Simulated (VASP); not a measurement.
# SrO (Fm-3m) in VASP: further runs

Runs on SrO. Level: r2SCAN. Tasks: single point.

Everything below comes from runs of VASP 6.6.1. Logs are shortened: lines on timing, memory, paths and dates and some standing lists are left out, and cuts for length are marked.

**1. The cell of the first run**

It takes space group Fm-3m (No. 225, cubic). Conventional cell: a = 5.195 Å, b = 5.195 Å, c = 5.195 Å, α = 90.00°, β = 90.00°, γ = 90.00°. Within 3.4 Å of Sr (site symmetry m-3m) lie 6 O at 2.60 Å. Within 3.4 Å of O (site symmetry m-3m) lie 6 Sr at 2.60 Å.

**2. Single point, r2SCAN**

POSCAR

```
SrO
1.0
    0.0000000000      2.5976251500      2.5976251500
    2.5976251500      0.0000000000      2.5976251500
    2.5976251500      2.5976251500      0.0000000000
Sr O
1 1
Direct
    0.5000000000      0.5000000000      0.5000000000
    0.0000000000      0.0000000000      0.0000000000
```

INCAR.step1

```
SYSTEM = SrO
  ALGO = Normal
  EDIFF = 1E-4
  ENCUT = 520
  GGA = PE
  ISMEAR = -1
  LASPH = .True.
  LCHARG = .False.
  LREAL = .False.
  LWAVE = .True.
  NBANDS = 15
  NELM = 60
  PREC = Accurate
  SIGMA = 0.02
```

INCAR.step2

```
SYSTEM = SrO
  ALGO = Normal
  EDIFF = 1E-6
  ENCUT = 520
  ISIF = 2
  ISMEAR = -1
  ISTART = 1
  LASPH = .True.
  LCHARG = .True.
  LELF = .True.
  LMIXTAU = .True.
  LREAL = .False.
  LVHAR = .True.
  LWAVE = .False.
  METAGGA = R2SCAN
  NBANDS = 15
  NELM = 60
  PREC = Accurate
  SIGMA = 0.02
```

KPOINTS

```
k-points
0
Gamma
  10 10 10
  0 0 0
```

Potentials or basis: VASP PAW PBE potentials, release 64 (Sr_sv, O).

Launch:

```bash
cat potpaw_PBE.64/Sr_sv/POTCAR potpaw_PBE.64/O/POTCAR > POTCAR
cp INCAR.step1 INCAR
mpirun -np 1 vasp_std > vasp.out
cp INCAR.step2 INCAR
mpirun -np 1 vasp_std > vasp.out
```

OUTCAR:

```text
SYSTEM = SrO
   EDIFF = 1E-6
   ENCUT = 520
   ISIF = 2
   ISMEAR = -1
   ISTART = 1
   LASPH = .True.
   LREAL = .False.
   METAGGA = R2SCAN
   NELM = 60
   PREC = Accurate

 ion  position               nearest neighbor table
   1  0.500  0.500  0.500-   2 2.60   2 2.60   2 2.60   2 2.60   2 2.60   2 2.60
   2  0.000  0.000  0.000-   1 2.60   1 2.60   1 2.60   1 2.60   1 2.60   1 2.60

  LATTYP: Found a face centered cubic cell.
 ALAT       =     5.1952503000

  Lattice vectors:

 A1 = (   0.0000000000,   2.5976251500,   2.5976251500)
 A2 = (   2.5976251500,   0.0000000000,   2.5976251500)
 A3 = (   2.5976251500,   2.5976251500,   0.0000000000)

Analysis of symmetry for initial positions (statically):
=====================================================================
 Subroutine PRICEL returns:
 Original cell was already a primitive cell.

 Routine SETGRP: Setting up the symmetry group for a
 face centered cubic supercell.

 Subroutine GETGRP returns: Found 48 space group operations
 (whereof 48 operations were pure point group operations)
 out of a pool of 48 trial point group operations.

The static configuration has the point symmetry O_h .

Analysis of symmetry for dynamics (positions and initial velocities):
=====================================================================
 Subroutine PRICEL returns:
 Original cell was already a primitive cell.

 Routine SETGRP: Setting up the symmetry group for a
 face centered cubic supercell.

 Subroutine GETGRP returns: Found 48 space group operations
 (whereof 48 operations were pure point group operations)
 out of a pool of 48 trial point group operations.

The dynamic configuration has the point symmetry O_h .

 Subroutine INISYM returns: Found 48 space group operations
 (whereof 48 operations are pure point group operations),
 and found     1 'primitive' translations

----------------------------------------------------------------------------------------

                                     Primitive cell

  volume of cell :      35.0558

  direct lattice vectors                    reciprocal lattice vectors
     0.000000000  2.597625150  2.597625150    -0.192483507  0.192483507  0.192483507
     2.597625150  0.000000000  2.597625150     0.192483507 -0.192483507  0.192483507
     2.597625150  2.597625150  0.000000000     0.192483507  0.192483507 -0.192483507

  length of vectors
     3.673596717  3.673596717  3.673596717     0.333391215  0.333391215  0.333391215

  position of ions in fractional coordinates (direct lattice)
     0.500000000  0.500000000  0.500000000
     0.000000000  0.000000000  0.000000000

  ion indices of the primitive-cell ions
   primitive index   ion index
                 1           1
                 2           2

----------------------------------------------------------------------------------------

 KPOINTS: k-points

Automatic generation of k-mesh.
 Grid dimensions read from file:
 generate k-points for:   10   10   10

 Generating k-lattice:

  Cartesian coordinates                     Fractional coordinates (reciprocal lattice)
    -0.019248351  0.019248351  0.019248351     0.100000000  0.000000000  0.000000000
     0.019248351 -0.019248351  0.019248351     0.000000000  0.100000000  0.000000000
     0.019248351  0.019248351 -0.019248351     0.000000000  0.000000000  0.100000000

  Length of vectors
     0.033339121  0.033339121  0.033339121

  Shift w.r.t. Gamma in fractional coordinates (k-lattice)
     0.000000000  0.000000000  0.000000000

 Subroutine IBZKPT returns following result:
 ===========================================

 Found     47 irreducible k-points:

 Following reciprocal coordinates:
            Coordinates               Weight
  0.000000  0.000000  0.000000      1.000000
  0.100000  0.000000  0.000000      8.000000
  0.200000  0.000000  0.000000      8.000000
  0.300000  0.000000  0.000000      8.000000
  0.400000  0.000000  0.000000      8.000000
  0.500000  0.000000  0.000000      4.000000
[... 16 lines left out ...]
  0.300000  0.300000  0.000000      6.000000
  0.400000  0.300000  0.000000     24.000000
 [... further k-points ...]
   k-points           NKPTS =     47   k-points in BZ     NKDIM =     47   number of bands    NBANDS=     15
   number of dos      NEDOS =    301   number of ions     NIONS =      2
   total plane-waves  NPLWV =  21952
   dimension x,y,z NGX =    28 NGY =   28 NGZ =   28
   dimension x,y,z NGXF=    56 NGYF=   56 NGZF=   56
   ions per type =               1   1
   NGX,Y,Z   is equivalent  to a cutoff of  12.67, 12.67, 12.67 a.u.
   NGXF,Y,Z  is equivalent  to a cutoff of  25.34, 25.34, 25.34 a.u.
 SYSTEM =  SrO
   PREC   = accura    normal or accurate (medium, high low for compatibility)
   ISTART =      1    job   : 0-new  1-cont  2-samecut
   ICHARG =      0    charge: 1-file 2-atom 10-const
   ISPIN  =      1    spin polarized calculation?
   LNONCOLLINEAR =      F non collinear calculations
   LSORBIT =      F    spin-orbit coupling
   LASPH  =      T    aspherical Exc in radial PAW
   ENCUT  =  520.0 eV  38.22 Ry    6.18 a.u.   6.83  6.83  6.83*2*pi/ulx,y,z
   NELM   =     60;   NELMIN=  2; NELMDL=  0     # of ELM steps
   EDIFF  = 0.1E-05   stopping-criterion for ELM
   LREAL  =      F    real-space projection
   EDIFFG = 0.1E-04   stopping-criterion for IOM
   NSW    =      0    number of steps for IOM
   IBRION =     -1    ionic relax: 0-MD 1-quasi-New 2-CG
   NFREE  =      0    steps in history (QN), initial steepest desc. (CG)
   ISIF   =      2    stress and relaxation
   ISYM   =      2    0-nonsym 1-usesym 2-fastsym
   POTIM  = 0.5000    time-step for ionic-motion
   TEBEG  =    0.0;   TEEND  =   0.0 temperature during run
   PSTRESS=    0.0 pullay stress
   NELECT =      16.0000    total number of electrons
   NUPDOWN=      -1.0000    fix difference up-down
   EMIN   =  10.00;   EMAX   =-10.00  energy-range for DOS
   EFERMI =   0.00;   METHOD = LEGACY
   ISMEAR =    -1;   SIGMA  =   0.02  broadening in eV -4-tet -1-fermi 0-gaus
   EFERMI_NEDOS =   21; number of points for ismear=-14 and -15
   IALGO  =     38    algorithm
   IMIX   =      4    mixing-type and parameters
     AMIX     =   0.40;   BMIX     =  1.00
     AMIX_MAG =   1.60;   BMIX_MAG =  1.00
  volume/ion in A,a.u.               =      17.53       118.28
  Fermi-wavevector in a.u.,A,eV,Ry     =   1.260458  2.381920 21.616312  1.588754
  Thomas-Fermi vector in A             =   2.393966
   LORBIT       =      0    0 simple, 1 ext, 2 COOP (PROOUT), +10 PAW based schemes
   METAGGA = R2SCAN    functional components
   LHFCALC =     F    Hartree Fock is set to
   AEXX    =    0.0000 exact exchange contribution
   IVDW    =     0    specifies the selected vdW correction
   LEPSILON=     F    determine dielectric tensor
   LRPA    =     F    only Hartree local field effects (RPA)
 non-spin polarized calculation
  energy-cutoff  :      520.00
  volume of cell :       35.06
 maximum number of plane-waves:       960
   NGX = 13   NGY = 13   NGZ = 13

 number of electron      16.0000000 magnetization

 Free energy of the ion-electron system (eV)
  ---------------------------------------------------
  ext. energy  EPLUGINS =         0.00000000
  ---------------------------------------------------
  free energy    TOTEN  =       -27.05437366 eV

  energy without entropy =      -27.05437366  energy(sigma->0) =      -27.05437366

 E-fermi :   1.7079     XC(G=0): -10.4277

 val. band max:        1.2009862592   @ k =   0.0000   0.0000   0.0000
 cond. band min:       4.9572944974   @ k =   0.5000   0.5000   0.0000
 fundamental gap:      3.7563082382
 Fermi energy:         1.7078945308

 k-point     1 :       0.0000    0.0000    0.0000
  band No.  band energies     occupation
      1     -32.3851      2.00000
      2     -14.7889      2.00000
      3     -13.4386      2.00000
      4     -13.4386      2.00000
      5     -13.4386      2.00000
      6       1.2010      2.00000
      7       1.2010      2.00000
      8       1.2010      2.00000
      9       5.6324      0.00000
     10       7.9067      0.00000
     11       7.9067      0.00000
     12       7.9067      0.00000
     13      10.1583      0.00000
     14      10.1583      0.00000
     15      14.3382      0.00000

 k-point     2 :       0.1000    0.0000    0.0000
  band No.  band energies     occupation
      1     -32.3736      2.00000
      2     -14.9846      2.00000
      3     -13.4456      2.00000
      4     -13.4456      2.00000
      5     -13.2714      2.00000
      6       0.9195      2.00000
      7       1.0806      2.00000
      8       1.0806      2.00000
      9       6.0782      0.00000
     10       7.7907      0.00000
     11       8.1011      0.00000
     12       8.1011      0.00000
     13      10.4139      0.00000
     14      10.4139      0.00000
     15      14.9917      0.00000

 k-point     3 :       0.2000    0.0000    0.0000
  band No.  band energies     occupation
      1     -32.3436      2.00000
      2     -15.3735      2.00000
      3     -13.4637      2.00000
      4     -13.4637      2.00000
      5     -12.9576      2.00000
      6       0.3162      2.00000
      7       0.7874      2.00000
      8       0.7874      2.00000
      9       7.1444      0.00000
     10       7.6725      0.00000
     11       8.6503      0.00000
     12       8.6503      0.00000
     13      11.0954      0.00000
     14      11.0954      0.00000
     15      16.5356      0.00000
[... 343 lines left out ...]
 k-point    23 :       0.3000    0.3000    0.0000
  band No.  band energies     occupation
      1     -32.2821      2.00000
      2     -15.3768      2.00000
      3     -13.6532      2.00000
      4     -13.6532      2.00000
      5     -13.2036      2.00000
      6      -0.0186      2.00000
      7       1.0512      2.00000
      8       1.0512      2.00000
      9       5.6882      0.00000
     10       8.1550      0.00000
     11      10.8783      0.00000
     12      10.8784      0.00000
     13      11.2026      0.00000
     14      12.2686      0.00000
     15      19.4362      0.00000

 k-point    24 :       0.4000    0.3000    0.0000
  band No.  band energies     occupation
      1     -32.2587      2.00000
      2     -15.3736      2.00000
      3     -13.7510      2.00000
      4     -13.6853      2.00000
      5     -13.3131      2.00000
      6       0.1530      2.00000
      7       0.8970      2.00000
      8       0.9668      2.00000
      9       5.6276      0.00000
     10       8.8408      0.00000
     11      11.1496      0.00000
     12      11.3733      0.00000
     13      11.8409      0.00000
     14      12.6967      0.00000
     15      17.3074      0.00000

 [... further k-points ...]
[... 5 lines left out ...]
  --------------------------------------------------------------------------------------
  -------------------------------------------------------------------------------------
  Total       -0.2971740     -0.2971740     -0.2971740      0.0000000      0.0000000      0.0000000
  in kB      -13.5819433    -13.5819433    -13.5819433      0.0000000      0.0000000      0.0000000
  external PRESSURE =     -13.5819433 kB  Pullay stress =       0.0000000 kB

 VOLUME and BASIS-vectors are now :
 -----------------------------------------------------------------------------
  energy-cutoff  :      520.00
  volume of cell :       35.06
      direct lattice vectors                 reciprocal lattice vectors
     0.000000000  2.597625150  2.597625150    -0.192483507  0.192483507  0.192483507
     2.597625150  0.000000000  2.597625150     0.192483507 -0.192483507  0.192483507
     2.597625150  2.597625150  0.000000000     0.192483507  0.192483507 -0.192483507

 POSITION                                       TOTAL-FORCE (eV/Angst)
 -----------------------------------------------------------------------------------
      2.59763      2.59763      2.59763        -0.000000     -0.000000     -0.000000
      0.00000      0.00000      0.00000         0.000000      0.000000      0.000000
 -----------------------------------------------------------------------------------
    total drift:                                0.000000      0.000000      0.000000

  FREE ENERGIE OF THE ION-ELECTRON SYSTEM (eV)
  ---------------------------------------------------
  free  energy   TOTEN  =       -27.0543736646 eV

  energy  without entropy=      -27.0543736646  energy(sigma->0) =      -27.05437366
```

Wall time 3.3 min (1 thread of AMD EPYC 7R13, shared host); peak memory 0.15 GiB.

Results:

```yaml
Free_energy: -27.0544 eV
Pressure: -1.4 GPa
Band_gap_on_the_k_mesh: 3.76 eV (least direct gap 3.86 eV)
```

Caveat: the PAW data sets were made with another functional, which shifts forces and pressure a little. A k mesh can miss the band edges.

**3. Single point, r2SCAN**

This run uses another cell than the first one, of 17.87 Å³/atom.

POSCAR

```
SrO
1.0
    0.0000000000      2.6144933200      2.6144933200
    2.6144933200      0.0000000000      2.6144933200
    2.6144933200      2.6144933200      0.0000000000
Sr O
1 1
Direct
    0.5000000000      0.5000000000      0.5000000000
    0.0000000000      0.0000000000      0.0000000000
```

INCAR.step1

```
SYSTEM = SrO
ALGO = Normal
EDIFF = 1E-4
ENCUT = 520
GGA = PE
ISMEAR = -1
LASPH = .TRUE.
LCHARG = .FALSE.
LREAL = .FALSE.
LWAVE = .TRUE.
NBANDS = 15
NELM = 60
PREC = Accurate
SIGMA = 0.02
```

INCAR.step2

```
SYSTEM = SrO
ALGO = Normal
EDIFF = 1E-6
ENCUT = 520
ISIF = 2
ISMEAR = -1
ISTART = 1
LASPH = .TRUE.
LCHARG = .FALSE.
LMIXTAU = .TRUE.
LREAL = .FALSE.
LWAVE = .FALSE.
METAGGA = R2SCAN
NBANDS = 15
NELM = 60
PREC = Accurate
SIGMA = 0.02
```

KPOINTS

```
k-points
0
G
  10 10 10
  0 0 0
```

Potentials or basis: VASP PAW PBE potentials, release 64 (Sr_sv, O).

Launch:

```bash
cat potpaw_PBE.64/Sr_sv/POTCAR potpaw_PBE.64/O/POTCAR > POTCAR
cp INCAR.step1 INCAR
mpirun -np 1 vasp_std > vasp.out
cp INCAR.step2 INCAR
mpirun -np 1 vasp_std > vasp.out
```

Wall time 3 min (1 thread of AMD EPYC 7R13, shared host); peak memory 0.15 GiB.

Results (log left out):

* Free energy: -27.0455 eV
* Pressure: -3.0 GPa
* Band gap on the k mesh: 3.76 eV (least direct gap 3.88 eV)

Levels at points of the mesh, in eV from the valence-band top:
```csv
k point,band 6,band 7,band 8,band 9,band 10,band 11
"(0.00, 0.00, 0.00)",0.00,0.00,0.00,4.29,6.66,6.66
"(0.50, 0.00, 0.00)",-2.02,-1.03,-1.03,6.89,8.66,9.19
"(0.50, 0.50, 0.00)",-0.51,-0.12,-0.12,3.76,8.14,10.58
```

Caveat: the PAW data sets were made with another functional, which shifts forces and pressure a little. A k mesh can miss the band edges.

**4. Single point, r2SCAN**

This run uses another cell than the first one, of 18.22 Å³/atom.

POSCAR

```
SrO
1.0
    0.0000000000      2.6311465900      2.6311465900
    2.6311465900      0.0000000000      2.6311465900
    2.6311465900      2.6311465900      0.0000000000
Sr O
1 1
Direct
    0.5000000000      0.5000000000      0.5000000000
    0.0000000000      0.0000000000      0.0000000000
```

INCAR.step1

```
SYSTEM = SrO
  PREC = Accurate
  ENCUT = 520
  ISMEAR = -1
  SIGMA = 0.02
  LREAL = .FALSE.
  LASPH = .TRUE.
  NELM = 60
  NBANDS = 15
  GGA = PE
  ALGO = Normal
  EDIFF = 1E-4
  LWAVE = .TRUE.
  LCHARG = .FALSE.
```

INCAR.step2

```
SYSTEM = SrO
  PREC = Accurate
  ENCUT = 520
  EDIFF = 1E-6
  ISMEAR = -1
  SIGMA = 0.02
  LREAL = .FALSE.
  LASPH = .TRUE.
  NELM = 60
  ALGO = Normal
  ISIF = 2
  LWAVE = .FALSE.
  LCHARG = .TRUE.
  METAGGA = R2SCAN
  LMIXTAU = .TRUE.
  LELF = .TRUE.
  LVHAR = .TRUE.
  NBANDS = 15
  ISTART = 1
```

KPOINTS

```
Automatic mesh
0
G
  10 10 10
  0 0 0
```

Launch:

```bash
cat potpaw_PBE.64/Sr_sv/POTCAR potpaw_PBE.64/O/POTCAR > POTCAR
cp INCAR.step1 INCAR
mpirun -np 1 vasp_std > vasp.out
cp INCAR.step2 INCAR
mpirun -np 1 vasp_std > vasp.out
```

Run time: 3.1 min. Hardware: 1 thread of AMD EPYC 7R13, shared host; peak memory 0.15 GiB.

It converged, with:

```yaml
Free_energy: -27.0301 eV
Pressure: -4.4 GPa
Band_gap_on_the_k_mesh: 3.77 eV (least direct gap 3.89 eV)
```

Levels at points of the mesh, in eV from the valence-band top:
| k point | band 6 | band 7 | band 8 | band 9 | band 10 | band 11 |
| --- | --- | --- | --- | --- | --- | --- |
| (0.00, 0.00, 0.00) | 0.00 | 0.00 | 0.00 | 4.16 | 6.61 | 6.61 |
| (0.50, 0.00, 0.00) | -1.99 | -1.00 | -1.00 | 6.80 | 8.51 | 9.08 |
| (0.50, 0.50, 0.00) | -0.54 | -0.13 | -0.13 | 3.77 | 7.99 | 10.46 |

Caveat: the cell stands under tension; the PAW data sets were made with another functional, which shifts forces and pressure a little.

**5. Overview**

```tsv
cell	gap on the mesh (eV)	pressure (GPa)
a = 3.674 Å, angles 60.0°, 2 atoms	3.76	-1.4
a = 3.697 Å, angles 60.0°, 2 atoms	3.76	-3.0
a = 3.721 Å, angles 60.0°, 2 atoms	3.77	-4.4
```

Alike in all rows: task single point; level r2SCAN; potentials or basis VASP PAW PBE potentials, release 64 (Sr_sv, O); no spin polarisation; k mesh 10 × 10 × 10; cutoff (eV) 520; smearing fermi-dirac 0.02 eV.

Caveats: the PAW data sets were made with another functional, which shifts forces and pressure a little; the cell stands under tension (at least some runs).

Total energies depend on the potentials used, so only differences within one code and one set of settings carry meaning.
